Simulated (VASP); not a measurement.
# HfB (Fm-3m) in VASP: a series of runs

Runs on HfB. Level: PBEsol. Tasks: single point.

Everything below comes from runs of VASP 6.6.1. Logs are shortened: lines on timing, memory, paths and dates and some standing lists are left out, and cuts for length are marked.

## (1) The cell of the first run

The structure is cubic, space group Fm-3m (No. 225). The conventional cell has a = 4.582 Å, b = 4.582 Å, c = 4.582 Å, α = 90.00°, β = 90.00°, γ = 90.00°. Hf (site symmetry m-3m) has 6 B at 2.29 Å within 3.0 Å. B (site symmetry m-3m) has 6 Hf at 2.29 Å within 3.0 Å.

## (2) Single point, PBEsol

File INCAR:

```
ALGO = Normal
EDIFF = 1E-6
ENCUT = 520
GGA = PS
ISIF = 2
ISMEAR = -1
LASPH = T
LCHARG = T
LELF = T
LREAL = F
LVHAR = T
LWAVE = F
NBANDS = 14
NELM = 60
PREC = Accurate
SIGMA = 0.05
```

File KPOINTS:

```
k-points
0
Gamma
  10 10 10
```

File POSCAR:

```
HfB
1.0
    0.0000000000      2.2910846639      2.2910846639
    2.2910846639      0.0000000000      2.2910846639
    2.2910846639      2.2910846639      0.0000000000
Hf B
1 1
Direct
    0.5000000000      0.5000000000      0.5000000000
    0.0000000000      0.0000000000      0.0000000000
```

Potentials or basis: VASP PAW PBE potentials, release 64 (Hf_pv, B).

Command:

```bash
> cat potpaw_PBE.64/Hf_pv/POTCAR potpaw_PBE.64/B/POTCAR > POTCAR
> mpirun -np 1 vasp_std > vasp.out
```

OUTCAR:

```text
EDIFF = 1E-6
   ENCUT = 520
   GGA = PS
   ISIF = 2
   ISMEAR = -1
   LASPH = T
   LREAL = F
   NELM = 60
   PREC = Accurate

 ion  position               nearest neighbor table
   1  0.500  0.500  0.500-   2 2.29   2 2.29   2 2.29   2 2.29   2 2.29   2 2.29
   2  0.000  0.000  0.000-   1 2.29   1 2.29   1 2.29   1 2.29   1 2.29   1 2.29

  LATTYP: Found a face centered cubic cell.
 ALAT       =     4.5821693278

  Lattice vectors:

 A1 = (   0.0000000000,   2.2910846639,   2.2910846639)
 A2 = (   2.2910846639,   0.0000000000,   2.2910846639)
 A3 = (   2.2910846639,   2.2910846639,   0.0000000000)

Analysis of symmetry for initial positions (statically):
=====================================================================
 Subroutine PRICEL returns:
 Original cell was already a primitive cell.

 Routine SETGRP: Setting up the symmetry group for a
 face centered cubic supercell.

 Subroutine GETGRP returns: Found 48 space group operations
 (whereof 48 operations were pure point group operations)
 out of a pool of 48 trial point group operations.

The static configuration has the point symmetry O_h .

Analysis of symmetry for dynamics (positions and initial velocities):
=====================================================================
 Subroutine PRICEL returns:
 Original cell was already a primitive cell.

 Routine SETGRP: Setting up the symmetry group for a
 face centered cubic supercell.

 Subroutine GETGRP returns: Found 48 space group operations
 (whereof 48 operations were pure point group operations)
 out of a pool of 48 trial point group operations.

The dynamic configuration has the point symmetry O_h .

 Subroutine INISYM returns: Found 48 space group operations
 (whereof 48 operations are pure point group operations),
 and found     1 'primitive' translations

----------------------------------------------------------------------------------------

                                     Primitive cell

  volume of cell :      24.0521

  direct lattice vectors                    reciprocal lattice vectors
     0.000000000  2.291084664  2.291084664    -0.218237243  0.218237243  0.218237243
     2.291084664  0.000000000  2.291084664     0.218237243 -0.218237243  0.218237243
     2.291084664  2.291084664  0.000000000     0.218237243  0.218237243 -0.218237243

  length of vectors
     3.240083004  3.240083004  3.240083004     0.377997993  0.377997993  0.377997993

  position of ions in fractional coordinates (direct lattice)
     0.500000000  0.500000000  0.500000000
     0.000000000  0.000000000  0.000000000

  ion indices of the primitive-cell ions
   primitive index   ion index
                 1           1
                 2           2

----------------------------------------------------------------------------------------

 KPOINTS: k-points

Automatic generation of k-mesh.
 Grid dimensions read from file:
 generate k-points for:   10   10   10

 Generating k-lattice:

  Cartesian coordinates                     Fractional coordinates (reciprocal lattice)
    -0.021823724  0.021823724  0.021823724     0.100000000  0.000000000  0.000000000
     0.021823724 -0.021823724  0.021823724     0.000000000  0.100000000  0.000000000
     0.021823724  0.021823724 -0.021823724     0.000000000  0.000000000  0.100000000

  Length of vectors
     0.037799799  0.037799799  0.037799799

  Shift w.r.t. Gamma in fractional coordinates (k-lattice)
     0.000000000  0.000000000  0.000000000

 Subroutine IBZKPT returns following result:
 ===========================================

 Found     47 irreducible k-points:

 Following reciprocal coordinates:
            Coordinates               Weight
  0.000000  0.000000  0.000000      1.000000
  0.100000  0.000000  0.000000      8.000000
  0.200000  0.000000  0.000000      8.000000
  0.300000  0.000000  0.000000      8.000000
  0.400000  0.000000  0.000000      8.000000
  0.500000  0.000000  0.000000      4.000000
[... 16 lines left out ...]
  0.300000  0.300000  0.000000      6.000000
  0.400000  0.300000  0.000000     24.000000
 [... further k-points ...]
   k-points           NKPTS =     47   k-points in BZ     NKDIM =     47   number of bands    NBANDS=     14
   number of dos      NEDOS =    301   number of ions     NIONS =      2
   total plane-waves  NPLWV =  13824
   dimension x,y,z NGX =    24 NGY =   24 NGZ =   24
   dimension x,y,z NGXF=    48 NGYF=   48 NGZF=   48
   ions per type =               1   1
   NGX,Y,Z   is equivalent  to a cutoff of  12.31, 12.31, 12.31 a.u.
   NGXF,Y,Z  is equivalent  to a cutoff of  24.63, 24.63, 24.63 a.u.
 SYSTEM =  unknown system
   PREC   = accura    normal or accurate (medium, high low for compatibility)
   ISTART =      0    job   : 0-new  1-cont  2-samecut
   ICHARG =      2    charge: 1-file 2-atom 10-const
   ISPIN  =      1    spin polarized calculation?
   LNONCOLLINEAR =      F non collinear calculations
   LSORBIT =      F    spin-orbit coupling
   LASPH  =      T    aspherical Exc in radial PAW
   ENCUT  =  520.0 eV  38.22 Ry    6.18 a.u.   6.02  6.02  6.02*2*pi/ulx,y,z
   NELM   =     60;   NELMIN=  2; NELMDL= -5     # of ELM steps
   EDIFF  = 0.1E-05   stopping-criterion for ELM
   LREAL  =      F    real-space projection
   EDIFFG = 0.1E-04   stopping-criterion for IOM
   NSW    =      0    number of steps for IOM
   IBRION =     -1    ionic relax: 0-MD 1-quasi-New 2-CG
   NFREE  =      0    steps in history (QN), initial steepest desc. (CG)
   ISIF   =      2    stress and relaxation
   ISYM   =      2    0-nonsym 1-usesym 2-fastsym
   POTIM  = 0.5000    time-step for ionic-motion
   TEBEG  =    0.0;   TEEND  =   0.0 temperature during run
   PSTRESS=    0.0 pullay stress
   NELECT =      13.0000    total number of electrons
   NUPDOWN=      -1.0000    fix difference up-down
   EMIN   =  10.00;   EMAX   =-10.00  energy-range for DOS
   EFERMI =   0.00;   METHOD = LEGACY
   ISMEAR =    -1;   SIGMA  =   0.05  broadening in eV -4-tet -1-fermi 0-gaus
   EFERMI_NEDOS =   21; number of points for ismear=-14 and -15
   IALGO  =     38    algorithm
   IMIX   =      4    mixing-type and parameters
     AMIX     =   0.40;   BMIX     =  1.00
     AMIX_MAG =   1.60;   BMIX_MAG =  1.00
  volume/ion in A,a.u.               =      12.03        81.16
  Fermi-wavevector in a.u.,A,eV,Ry     =   1.333536  2.520018 24.195496  1.778319
  Thomas-Fermi vector in A             =   2.462387
   LORBIT       =      0    0 simple, 1 ext, 2 COOP (PROOUT), +10 PAW based schemes
   GGA     = PS    functional components
   LHFCALC =     F    Hartree Fock is set to
   AEXX    =    0.0000 exact exchange contribution
   IVDW    =     0    specifies the selected vdW correction
   LEPSILON=     F    determine dielectric tensor
   LRPA    =     F    only Hartree local field effects (RPA)
 non-spin polarized calculation
  energy-cutoff  :      520.00
  volume of cell :       24.05
 maximum number of plane-waves:       662
   NGX = 13   NGY = 13   NGZ = 13

 number of electron      13.0000002 magnetization

 Free energy of the ion-electron system (eV)
  ---------------------------------------------------
  ext. energy  EPLUGINS =         0.00000000
  ---------------------------------------------------
  free energy    TOTEN  =       -18.10166252 eV

  energy without entropy =      -18.09218213  energy(sigma->0) =      -18.09692232

 E-fermi :   5.1340     XC(G=0): -12.5213

 val. band max:        5.0862613275   @ k =  -0.2000   0.1000   0.0000
 cond. band min:       5.1633937853   @ k =   0.5000   0.3000   0.1000
 fundamental gap:      0.0771324578
 Fermi energy:         5.1339812018

 k-point     1 :       0.0000    0.0000    0.0000
  band No.  band energies     occupation
      1     -22.9590      2.00000
      2     -22.9590      2.00000
      3     -22.9590      2.00000
      4      -4.4873      2.00000
      5       7.3334      0.00000
      6       7.3334      0.00000
      7       7.3334      0.00000
      8       9.2197      0.00000
      9       9.2197      0.00000
     10       9.2197      0.00000
     11       9.4491      0.00000
     12       9.4491      0.00000
     13      16.9105      0.00000
     14      18.5773      0.00000

 k-point     2 :       0.1000    0.0000    0.0000
  band No.  band energies     occupation
      1     -23.0418      2.00000
      2     -22.9673      2.00000
      3     -22.9673      2.00000
      4      -4.1879      2.00000
      5       6.4296      0.00000
      6       6.9883      0.00000
      7       6.9883      0.00000
      8       8.1095      0.00000
      9       8.1095      0.00000
     10       9.6734      0.00000
     11      11.5038      0.00000
     12      11.5038      0.00000
     13      17.6685      0.00000
     14      18.8831      0.00000

 k-point     3 :       0.2000    0.0000    0.0000
  band No.  band energies     occupation
      1     -23.2524      2.00000
      2     -22.9888      2.00000
      3     -22.9888      2.00000
      4      -3.3554      2.00000
      5       4.9092      1.97794
      6       5.6835      0.00003
      7       5.6835      0.00003
      8       8.6933      0.00000
      9       8.6933      0.00000
     10      10.1795      0.00000
     11      13.9593      0.00000
     12      13.9593      0.00000
     13      19.1863      0.00000
     14      19.7115      0.00000
[... 324 lines left out ...]
 k-point    23 :       0.3000    0.3000    0.0000
  band No.  band energies     occupation
      1     -23.4566      2.00000
      2     -23.1474      2.00000
      3     -23.1474      2.00000
      4      -1.9233      2.00000
      5       2.9983      2.00000
      6       4.8191      1.99633
      7       6.9061      0.00000
      8       6.9061      0.00000
      9      10.7142      0.00000
     10      13.2091      0.00000
     11      13.2091      0.00000
     12      17.0513      0.00000
     13      20.2895      0.00000
     14      20.7367      0.00000

 k-point    24 :       0.4000    0.3000    0.0000
  band No.  band energies     occupation
      1     -23.5609      2.00000
      2     -23.2029      2.00000
      3     -23.1775      2.00000
      4      -1.4693      2.00000
      5       3.0019      2.00000
      6       4.3011      2.00000
      7       6.5620      0.00000
      8       7.3937      0.00000
      9      11.6577      0.00000
     10      13.3385      0.00000
     11      13.6231      0.00000
     12      17.9996      0.00000
     13      18.4292      0.00000
     14      20.5389      0.00000

 [... further k-points ...]
[... 5 lines left out ...]
  --------------------------------------------------------------------------------------
  -------------------------------------------------------------------------------------
  Total        4.6982698      4.6982698      4.6982698     -0.0000000      0.0000000      0.0000000
  in kB      312.9645314    312.9645314    312.9645314     -0.0000000      0.0000000      0.0000000
  external PRESSURE =     312.9645314 kB  Pullay stress =       0.0000000 kB

 VOLUME and BASIS-vectors are now :
 -----------------------------------------------------------------------------
  energy-cutoff  :      520.00
  volume of cell :       24.05
      direct lattice vectors                 reciprocal lattice vectors
     0.000000000  2.291084664  2.291084664    -0.218237243  0.218237243  0.218237243
     2.291084664  0.000000000  2.291084664     0.218237243 -0.218237243  0.218237243
     2.291084664  2.291084664  0.000000000     0.218237243  0.218237243 -0.218237243

 POSITION                                       TOTAL-FORCE (eV/Angst)
 -----------------------------------------------------------------------------------
      2.29108      2.29108      2.29108        -0.000000     -0.000000     -0.000000
      0.00000      0.00000      0.00000         0.000000      0.000000      0.000000
 -----------------------------------------------------------------------------------
    total drift:                               -0.000000     -0.000000      0.000000

  FREE ENERGIE OF THE ION-ELECTRON SYSTEM (eV)
  ---------------------------------------------------
  free  energy   TOTEN  =       -18.1016625194 eV

  energy  without entropy=      -18.0921821288  energy(sigma->0) =      -18.09692232
```

It took 15 s on 1 thread of Intel Xeon 8259CL, shared host; peak memory 0.15 GiB.

What came out:

| Property | Result |
| --- | --- |
| Free energy | -18.1017 eV |
| Pressure | 31.3 GPa |

Levels at points of the mesh, in eV from the Fermi level:
```tsv
k point	band 5	band 6	band 7	band 8	band 9	band 10
(0.00, 0.00, 0.00)	2.20	2.20	2.20	4.09	4.09	4.09
(0.50, 0.00, 0.00)	-3.87	-1.41	-1.41	6.70	6.70	7.80
(0.50, 0.50, 0.00)	-1.19	-0.79	2.51	2.51	6.42	8.12
```

Caveat: the PAW data sets were made with another functional, which shifts forces and pressure a little; spin-orbit coupling is left out, which moves the levels of the heavy elements.

## (3) Single point, PBEsol

This run uses another cell than the first one, of 12.49 Å³/atom, 1.038 times its volume.

File INCAR:

```
PREC = Accurate ; ENCUT = 520
EDIFF = 1E-6 ; ISMEAR = -1
SIGMA = 0.05 ; LREAL = F
LASPH = T ; NELM = 100
ALGO = Normal ; ISIF = 2
LWAVE = F ; LCHARG = F
GGA = PS ; NBANDS = 14
```

File KPOINTS:

```
regular mesh
0
Gamma
  10 10 10
```

File POSCAR:

```
HfB
1.0
    0.0000000000      2.3199179033      2.3199179033
    2.3199179033      0.0000000000      2.3199179033
    2.3199179033      2.3199179033      0.0000000000
Hf B
1 1
Direct
    0.5000000000      0.5000000000      0.5000000000
    0.0000000000      0.0000000000      0.0000000000
```

Potentials or basis: VASP PAW PBE potentials, release 64 (Hf_pv, B).

Command:

```bash
> cat potpaw_PBE.64/Hf_pv/POTCAR potpaw_PBE.64/B/POTCAR > POTCAR
> mpirun -np 1 vasp_std > vasp.out
```

Wall time 18 s (1 thread of Intel Xeon 8259CL, shared host); peak memory 0.15 GiB.

It converged, with:

```
Free energy : -18.2510 eV
Pressure    : 20.9 GPa
```

Levels at points of the mesh, in eV from the Fermi level:
```tsv
k point	band 4	band 5	band 6	band 7	band 8	band 9	band 10	band 11
(0.00, 0.00, 0.00)	-9.50	2.17	2.17	2.17	3.98	3.98	3.98	4.17
(0.50, 0.00, 0.00)	-4.98	-4.02	-1.33	-1.33	6.45	6.45	7.48	8.41
(0.50, 0.50, 0.00)	-6.64	-1.09	-0.91	2.38	2.38	6.18	7.80	7.80
```

Caveat: the PAW data sets were made with another functional, which shifts forces and pressure a little; spin-orbit coupling is left out, which moves the levels of the heavy elements.

## (4) Single point, PBEsol

This run uses another cell than the first one, of 13.36 Å³/atom, 1.111 times its volume.

File INCAR:

```
SYSTEM = HfB
  PREC = Accurate
  ENCUT = 520
  EDIFF = 1E-7
  ISMEAR = -1
  SIGMA = 0.05
  LREAL = .FALSE.
  LASPH = .TRUE.
  NELM = 80
  ALGO = Normal
  ISIF = 2
  LWAVE = .FALSE.
  LCHARG = .FALSE.
  GGA = PS
  NBANDS = 14
```

File KPOINTS:

```
regular mesh
0
G
  10 10 10
  0 0 0
```

File POSCAR:

```
HfB
1.0
    0.0000000000      2.3725582239      2.3725582239
    2.3725582239      0.0000000000      2.3725582239
    2.3725582239      2.3725582239      0.0000000000
Hf B
1 1
Direct
    0.5000000000      0.5000000000      0.5000000000
    0.0000000000      0.0000000000      0.0000000000
```

Command:

```bash
> cat potpaw_PBE.64/Hf_pv/POTCAR potpaw_PBE.64/B/POTCAR > POTCAR
> mpirun -np 1 vasp_std > vasp.out
```

It took 32 s on 1 thread of Intel Xeon 8259CL, shared host; peak memory 0.17 GiB.

It converged, with:

```yaml
Free_energy: -18.3908 eV
Pressure: 5.5 GPa
```

Levels at points of the mesh, in eV from the Fermi level:
```tsv
k point	band 4	band 5	band 6	band 7	band 8	band 9	band 10	band 11
(0.00, 0.00, 0.00)	-9.28	2.10	2.10	2.10	3.79	3.79	3.79	3.92
(0.50, 0.00, 0.00)	-4.77	-4.25	-1.21	-1.21	6.00	6.00	6.92	8.04
(0.50, 0.50, 0.00)	-6.45	-1.09	-0.92	2.16	2.16	5.75	7.22	7.22
```

Caveat: the PAW data sets were made with another functional, which shifts forces and pressure a little; spin-orbit coupling is left out, which moves the levels of the heavy elements.

## (5) Single point, PBEsol

This run uses another cell than the first one, of 13.03 Å³/atom, 1.084 times its volume.

File INCAR:

```
PREC = Accurate
ENCUT = 520
EDIFF = 1E-7
ISMEAR = -1
SIGMA = 0.05
LREAL = F
LASPH = T
NELM = 80
ALGO = Normal
ISIF = 2
LWAVE = F
LCHARG = F
GGA = PS
NBANDS = 14
```

File KPOINTS:

```
regular mesh
0
Gamma
  10 10 10
```

File POSCAR:

```
HfB
1.0
    0.0000000000      2.3532645637      2.3532645637
    2.3532645637      0.0000000000      2.3532645637
    2.3532645637      2.3532645637      0.0000000000
Hf B
1 1
Direct
    0.5000000000      0.5000000000      0.5000000000
    0.0000000000      0.0000000000      0.0000000000
```

Command:

```bash
> cat potpaw_PBE.64/Hf_pv/POTCAR potpaw_PBE.64/B/POTCAR > POTCAR
> mpirun -np 1 vasp_std > vasp.out
```

Run time: 36 s. Hardware: 1 thread of Intel Xeon 8259CL, shared host; peak memory 0.17 GiB.

Results (log left out):

```yaml
Free_energy: -18.3581 eV
Pressure: 10.7 GPa
```

Levels at points of the mesh, in eV from the Fermi level:
```tsv
k point	band 4	band 5	band 6	band 7	band 8	band 9	band 10	band 11
(0.00, 0.00, 0.00)	-9.36	2.12	2.12	2.12	3.86	3.86	3.86	4.01
(0.50, 0.00, 0.00)	-4.85	-4.17	-1.25	-1.25	6.16	6.16	7.12	8.17
(0.50, 0.50, 0.00)	-6.52	-1.03	-0.98	2.23	2.23	5.90	7.43	7.43
```

Caveat: the PAW data sets were made with another functional, which shifts forces and pressure a little; spin-orbit coupling is left out, which moves the levels of the heavy elements.

## (6) Summary

| cell | gap on the mesh (eV) | pressure (GPa) |
| --- | --- | --- |
| a = 3.240 Å, angles 60.0°, 2 atoms | none | 31.3 |
| a = 3.281 Å, angles 60.0°, 2 atoms | none | 20.9 |
| a = 3.355 Å, angles 60.0°, 2 atoms | none | 5.5 |
| a = 3.328 Å, angles 60.0°, 2 atoms | none | 10.7 |

Alike in all rows: task single point; level PBEsol; potentials or basis VASP PAW PBE potentials, release 64 (Hf_pv, B); no spin polarisation; k mesh 10 × 10 × 10; cutoff (eV) 520; smearing fermi-dirac 0.05 eV.

Caveats: the PAW data sets were made with another functional, which shifts forces and pressure a little; spin-orbit coupling is left out, which moves the levels of the heavy elements.

Absolute energies hang on the potentials; compare differences alone.
